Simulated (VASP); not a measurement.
# Ni (Fm-3m) in VASP: single point with LDA

Aim: the single point of Ni with LDA.

Program: VASP 6.6.1. These are calculated values, not measurements. Logs are shortened: lines on timing, memory, paths and dates and some standing lists are left out, and cuts for length are marked.

## 1. The cell of the first run

It takes space group Fm-3m (No. 225, cubic). The conventional cell has a = 3.425 Å, b = 3.425 Å, c = 3.425 Å, α = 90.00°, β = 90.00°, γ = 90.00°. Ni (site symmetry m-3m) has 12 Ni at 2.42 Å within 3.2 Å.

## 2. Single point, LDA, collinear spin, ferromagnetic start

INCAR

```
SYSTEM = Ni
PREC = Accurate
ENCUT = 520
EDIFF = 1E-6
ISMEAR = -1
SIGMA = 0.1
LREAL = .FALSE.
LASPH = .TRUE.
NELM = 150
ALGO = Normal
ISIF = 2
LWAVE = .FALSE.
LCHARG = .FALSE.
ISPIN = 2
MAGMOM = 1 1 1
LORBIT = 11
LMAXMIX = 4
NBANDS = 26
```

KPOINTS

```
Automatic mesh
0
G
  15 15 6
  0 0 0
```

POSCAR

```
Ni
1.0
    0.0000000000      1.7124962486     -1.7124962486
   -1.7124962486      0.0000000000      1.7124962486
    3.4249924972      3.4249924972      3.4249924972
Ni
3
Direct
    0.0000000000      0.0000000000      0.0000000000
    0.3333333330      0.6666666670      0.3333333330
    0.6666666670      0.3333333330      0.6666666670
```

Potentials or basis: VASP PAW LDA potentials, release 64 (Ni).

Run with:

```console
$ cat potpaw_LDA.64/Ni/POTCAR > POTCAR
$ mpirun -np 1 vasp_std > vasp.out
```

OUTCAR:

```text
SYSTEM = Ni
   PREC = Accurate
   ENCUT = 520
   EDIFF = 1E-6
   ISMEAR = -1
   LREAL = .FALSE.
   LASPH = .TRUE.
   NELM = 150
   ISIF = 2
   ISPIN = 2
   LORBIT = 11

 ion  position               nearest neighbor table
   1  0.000  0.000  0.000-   2 2.42   3 2.42   3 2.42   2 2.42   3 2.42   2 2.42
   2  0.333  0.667  0.333-   1 2.42   1 2.42   1 2.42   3 2.42   3 2.42   3 2.42
   3  0.667  0.333  0.667-   1 2.42   1 2.42   1 2.42   2 2.42   2 2.42   2 2.42

  LATTYP: Found a hexagonal cell.
 ALAT       =     2.4218354203
 C/A-ratio  =     2.4494897428

  Lattice vectors:

 A1 = (   0.0000000000,   1.7124962486,  -1.7124962486)
 A2 = (  -1.7124962486,   0.0000000000,   1.7124962486)
 A3 = (   3.4249924972,   3.4249924972,   3.4249924972)

Analysis of symmetry for initial positions (statically):
=====================================================================
 Subroutine PRICEL returns following result:

  LATTYP: Found a face centered cubic cell.
 ALAT       =     3.4249924938

  Lattice vectors:

 A1 = (   1.7124962469,   1.7124962469,   0.0000000000)
 A2 = (  -0.0000000017,   1.7124962469,   1.7124962486)
 A3 = (   1.7124962520,   0.0000000034,   1.7124962486)

   3 primitive cells build up your supercell.

 Routine SETGRP: Setting up the symmetry group for a
 hexagonal supercell.

 Subroutine GETGRP returns: Found 12 space group operations
 (whereof 12 operations were pure point group operations)
 out of a pool of 24 trial point group operations.

The static configuration has the point symmetry D_3d.

Analysis of symmetry for dynamics (positions and initial velocities):
=====================================================================
 Subroutine PRICEL returns following result:

  LATTYP: Found a face centered cubic cell.
 ALAT       =     3.4249924938

  Lattice vectors:

 A1 = (   1.7124962469,   1.7124962469,   0.0000000000)
 A2 = (  -0.0000000017,   1.7124962469,   1.7124962486)
 A3 = (   1.7124962520,   0.0000000034,   1.7124962486)

   3 primitive cells build up your supercell.

 Routine SETGRP: Setting up the symmetry group for a
 hexagonal supercell.

 Subroutine GETGRP returns: Found 12 space group operations
 (whereof 12 operations were pure point group operations)
 out of a pool of 24 trial point group operations.

The dynamic configuration has the point symmetry D_3d.

Analysis of structural, dynamic, and magnetic symmetry:
=====================================================================
 Subroutine PRICEL returns following result:

  LATTYP: Found a face centered cubic cell.
 ALAT       =     3.4249924938

  Lattice vectors:

 A1 = (   1.7124962469,   1.7124962469,   0.0000000000)
 A2 = (  -0.0000000017,   1.7124962469,   1.7124962486)
 A3 = (   1.7124962520,   0.0000000034,   1.7124962486)

   3 primitive cells build up your supercell.

 Routine SETGRP: Setting up the symmetry group for a
 hexagonal supercell.

 Subroutine GETGRP returns: Found 12 space group operations
 (whereof 12 operations were pure point group operations)
 out of a pool of 24 trial point group operations.

The overall configuration has the point symmetry D_3d.

 Subroutine INISYM returns: Found 12 space group operations
 (whereof 12 operations are pure point group operations),
 and found     3 'primitive' translations

----------------------------------------------------------------------------------------

                                     Primitive cell

  volume of cell :      10.0443

  direct lattice vectors                    reciprocal lattice vectors
     1.712496247  1.712496247  0.000000000     0.291971442  0.291971444 -0.291971443
    -0.000000002  1.712496247  1.712496249    -0.291971443  0.291971443  0.291971443
     1.712496252  0.000000003  1.712496249     0.291971443 -0.291971443  0.291971443

  length of vectors
     2.421835418  2.421835419  2.421835423     0.505709373  0.505709373  0.505709373

  position of ions in fractional coordinates (direct lattice)
     0.000000000  0.000000000  0.000000000

  ion indices of the primitive-cell ions
   primitive index   ion index
                 1           1

----------------------------------------------------------------------------------------

 KPOINTS: Automatic mesh

Automatic generation of k-mesh.
 Grid dimensions read from file:
 generate k-points for:   15   15    6

 Generating k-lattice:

  Cartesian coordinates                     Fractional coordinates (reciprocal lattice)
    -0.012976509  0.025953017 -0.012976509     0.066666667  0.000000000  0.000000000
    -0.025953017  0.012976509  0.012976509     0.000000000  0.066666667  0.000000000
     0.016220636  0.016220636  0.016220636     0.000000000  0.000000000  0.166666667

  Length of vectors
     0.031785825  0.031785825  0.028094965

  Shift w.r.t. Gamma in fractional coordinates (k-lattice)
     0.000000000  0.000000000  0.000000000

 Subroutine IBZKPT returns following result:
 ===========================================

 Found    146 irreducible k-points:

 Following reciprocal coordinates:
            Coordinates               Weight
  0.000000  0.000000  0.000000      1.000000
  0.066667  0.000000  0.000000      6.000000
  0.133333  0.000000  0.000000      6.000000
  0.200000  0.000000  0.000000      6.000000
  0.266667  0.000000  0.000000      6.000000
  0.333333  0.000000  0.000000      6.000000
[... 16 lines left out ...]
  0.333333  0.200000 -0.000000     12.000000
  0.400000  0.200000 -0.000000      6.000000
 [... further k-points ...]
   k-points           NKPTS =    146   k-points in BZ     NKDIM =    146   number of bands    NBANDS=     26
   number of dos      NEDOS =    301   number of ions     NIONS =      3
   total plane-waves  NPLWV =  15552
   dimension x,y,z NGX =    18 NGY =   18 NGZ =   48
   dimension x,y,z NGXF=    36 NGYF=   36 NGZF=   96
   ions per type =               3
   NGX,Y,Z   is equivalent  to a cutoff of  12.36, 12.36, 13.45 a.u.
   NGXF,Y,Z  is equivalent  to a cutoff of  24.71, 24.71, 26.90 a.u.
 SYSTEM =  Ni
   PREC   = accura    normal or accurate (medium, high low for compatibility)
   ISTART =      0    job   : 0-new  1-cont  2-samecut
   ICHARG =      2    charge: 1-file 2-atom 10-const
   ISPIN  =      2    spin polarized calculation?
   LNONCOLLINEAR =      F non collinear calculations
   LSORBIT =      F    spin-orbit coupling
   LASPH  =      T    aspherical Exc in radial PAW
   ENCUT  =  520.0 eV  38.22 Ry    6.18 a.u.   4.50  4.50 11.03*2*pi/ulx,y,z
   NELM   =    150;   NELMIN=  2; NELMDL= -5     # of ELM steps
   EDIFF  = 0.1E-05   stopping-criterion for ELM
   LREAL  =      F    real-space projection
   EDIFFG = 0.1E-04   stopping-criterion for IOM
   NSW    =      0    number of steps for IOM
   IBRION =     -1    ionic relax: 0-MD 1-quasi-New 2-CG
   NFREE  =      0    steps in history (QN), initial steepest desc. (CG)
   ISIF   =      2    stress and relaxation
   ISYM   =      2    0-nonsym 1-usesym 2-fastsym
   POTIM  = 0.5000    time-step for ionic-motion
   TEBEG  =    0.0;   TEEND  =   0.0 temperature during run
   PSTRESS=    0.0 pullay stress
   NELECT =      30.0000    total number of electrons
   NUPDOWN=      -1.0000    fix difference up-down
   EMIN   =  10.00;   EMAX   =-10.00  energy-range for DOS
   EFERMI =   0.00;   METHOD = LEGACY
   ISMEAR =    -1;   SIGMA  =   0.10  broadening in eV -4-tet -1-fermi 0-gaus
   EFERMI_NEDOS =   21; number of points for ismear=-14 and -15
   IALGO  =     38    algorithm
   IMIX   =      4    mixing-type and parameters
     AMIX     =   0.40;   BMIX     =  1.00
     AMIX_MAG =   1.60;   BMIX_MAG =  1.00
  volume/ion in A,a.u.               =      10.04        67.78
  Fermi-wavevector in a.u.,A,eV,Ry     =   1.634689  3.089115 36.357609  2.672209
  Thomas-Fermi vector in A             =   2.726287
   LORBIT       =     11    0 simple, 1 ext, 2 COOP (PROOUT), +10 PAW based schemes
   GGA     = CA    functional components
   LHFCALC =     F    Hartree Fock is set to
   AEXX    =    0.0000 exact exchange contribution
   IVDW    =     0    specifies the selected vdW correction
   LEPSILON=     F    determine dielectric tensor
   LRPA    =     F    only Hartree local field effects (RPA)
 spin polarized calculation
  energy-cutoff  :      520.00
  volume of cell :       30.13
 maximum number of plane-waves:       845
 NGX is ok and might be reduce to    18
   NGX =  9   NGY =  9   NGZ = 23

 number of electron      29.9999970 magnetization       1.6626244

 Free energy of the ion-electron system (eV)
  ---------------------------------------------------
  ext. energy  EPLUGINS =         0.00000000
  ---------------------------------------------------
  free energy    TOTEN  =       -19.82043241 eV

  energy without entropy =      -19.65552537  energy(sigma->0) =      -19.73797889

 E-fermi :  10.1966     XC(G=0): -14.0925

 val. band max:       10.1950064508   @ k =   0.3333   0.2000   0.5000
 cond. band min:      10.1968674373   @ k =  -0.0667   0.4000   0.3333
 fundamental gap:      0.0018609865
 Fermi energy:        10.1965799010

 spin component 1

 k-point     1 :       0.0000    0.0000    0.0000
  band No.  band energies     occupation
      1       0.6635      1.00000
      2       4.2419      1.00000
      3       4.2419      1.00000
      4       7.6555      1.00000
      5       7.6555      1.00000
      6       7.6801      1.00000
[... 18 lines left out ...]
     25      36.5424      0.00000
     26      36.5424      0.00000

 k-point     2 :       0.0667    0.0000    0.0000
  band No.  band energies     occupation
      1       0.8276      1.00000
      2       4.3696      1.00000
      3       4.3733      1.00000
      4       7.4716      1.00000
      5       7.5028      1.00000
      6       7.6298      1.00000
[... 18 lines left out ...]
     25      35.6932      0.00000
     26      37.2457      0.00000

 k-point     3 :       0.1333    0.0000    0.0000
  band No.  band energies     occupation
      1       1.3104      1.00000
      2       4.7123      1.00000
      3       4.7491      1.00000
      4       7.0643      1.00000
      5       7.2242      1.00000
      6       7.4906      1.00000
[... 572 lines left out ...]
 k-point    23 :       0.3333    0.2000   -0.0000
  band No.  band energies     occupation
      1       5.6819      1.00000
      2       5.8695      1.00000
      3       6.0831      1.00000
      4       6.1394      1.00000
      5       6.6116      1.00000
      6       7.0611      1.00000
[... 18 lines left out ...]
     25      26.8951      0.00000
     26      27.9484      0.00000

 k-point    24 :       0.4000    0.2000   -0.0000
  band No.  band energies     occupation
      1       5.6429      1.00000
      2       6.0319      1.00000
      3       6.0876      1.00000
      4       6.0876      1.00000
      5       6.8092      1.00000
      6       6.8092      1.00000
[... 18 lines left out ...]
     25      27.3932      0.00000
     26      29.8999      0.00000

 [... further k-points ...]

 spin component 2

 k-point     1 :       0.0000    0.0000    0.0000
  band No.  band energies     occupation
      1       0.7084      1.00000
      2       4.3965      1.00000
      3       4.3965      1.00000
      4       8.0152      1.00000
      5       8.0152      1.00000
      6       8.2427      1.00000
[... 18 lines left out ...]
     25      36.6738      0.00000
     26      36.6738      0.00000

 k-point     2 :       0.0667    0.0000    0.0000
  band No.  band energies     occupation
      1       0.8727      1.00000
      2       4.5259      1.00000
      3       4.5293      1.00000
      4       7.8567      1.00000
      5       7.8878      1.00000
      6       8.1887      1.00000
[... 18 lines left out ...]
     25      35.7478      0.00000
     26      37.3136      0.00000

 k-point     3 :       0.1333    0.0000    0.0000
  band No.  band energies     occupation
      1       1.3565      1.00000
      2       4.8762      1.00000
      3       4.9095      1.00000
      4       7.4867      1.00000
      5       7.6497      1.00000
      6       8.0388      1.00000
[... 572 lines left out ...]
 k-point    23 :       0.3333    0.2000   -0.0000
  band No.  band energies     occupation
      1       6.0329      1.00000
      2       6.1494      1.00000
      3       6.5328      1.00000
      4       6.5527      1.00000
      5       6.9732      1.00000
      6       7.4585      1.00000
[... 18 lines left out ...]
     25      27.0014      0.00000
     26      28.0801      0.00000

 k-point    24 :       0.4000    0.2000   -0.0000
  band No.  band energies     occupation
      1       5.9976      1.00000
      2       6.4643      1.00000
      3       6.4643      1.00000
      4       6.4809      1.00000
      5       7.1886      1.00000
      6       7.1886      1.00000
[... 18 lines left out ...]
     25      27.4870      0.00000
     26      30.0257      0.00000

 [... further k-points ...]
[... 5 lines left out ...]
  --------------------------------------------------------------------------------------
  -------------------------------------------------------------------------------------
  Total       -0.0109156     -0.0109156     -0.0109156     -0.0097038     -0.0097038     -0.0097038
  in kB       -0.5803878     -0.5803878     -0.5803878     -0.5159541     -0.5159541     -0.5159541
  external PRESSURE =      -0.5803878 kB  Pullay stress =       0.0000000 kB

 VOLUME and BASIS-vectors are now :
 -----------------------------------------------------------------------------
  energy-cutoff  :      520.00
  volume of cell :       30.13
      direct lattice vectors                 reciprocal lattice vectors
     0.000000000  1.712496249 -1.712496249    -0.194647628  0.389295257 -0.194647628
    -1.712496249  0.000000000  1.712496249    -0.389295257  0.194647628  0.194647628
     3.424992497  3.424992497  3.424992497     0.097323814  0.097323814  0.097323814

 POSITION                                       TOTAL-FORCE (eV/Angst)
 -----------------------------------------------------------------------------------
      0.00000      0.00000      0.00000         0.000000      0.000000      0.000000
     -0.00000      1.71250      1.71250         0.000000      0.000000      0.000000
      1.71250      3.42499      1.71250        -0.000000     -0.000000     -0.000000
 -----------------------------------------------------------------------------------
    total drift:                                0.000000      0.000000     -0.000000

  FREE ENERGIE OF THE ION-ELECTRON SYSTEM (eV)
  ---------------------------------------------------
  free  energy   TOTEN  =       -19.8204324149 eV

  energy  without entropy=      -19.6555253685  energy(sigma->0) =      -19.73797889

 total charge

# of ion       s       p       d       tot
------------------------------------------
    1        0.535   0.571   8.368   9.473
    2        0.535   0.571   8.368   9.473
    3        0.535   0.571   8.368   9.473
--------------------------------------------------
tot          1.604   1.713  25.103  28.420

 magnetization (x)

# of ion       s       p       d       tot
------------------------------------------
    1       -0.005  -0.017   0.576   0.554
    2       -0.005  -0.017   0.576   0.554
    3       -0.005  -0.017   0.576   0.554
--------------------------------------------------
tot         -0.014  -0.051   1.727   1.662
```

It took 2.3 min on 1 thread of Intel Xeon Platinum 8124M at 3.00GHz (Skylake/Cascade Lake), shared host; peak memory 0.25 GiB.

Results:

- Free energy: -19.8204 eV
- Pressure: -0.1 GPa
- Net moment: 1.66 μB per cell
- Site moments: Ni +0.55 μB
- Valence electrons inside the program's atomic spheres: Ni 9.47
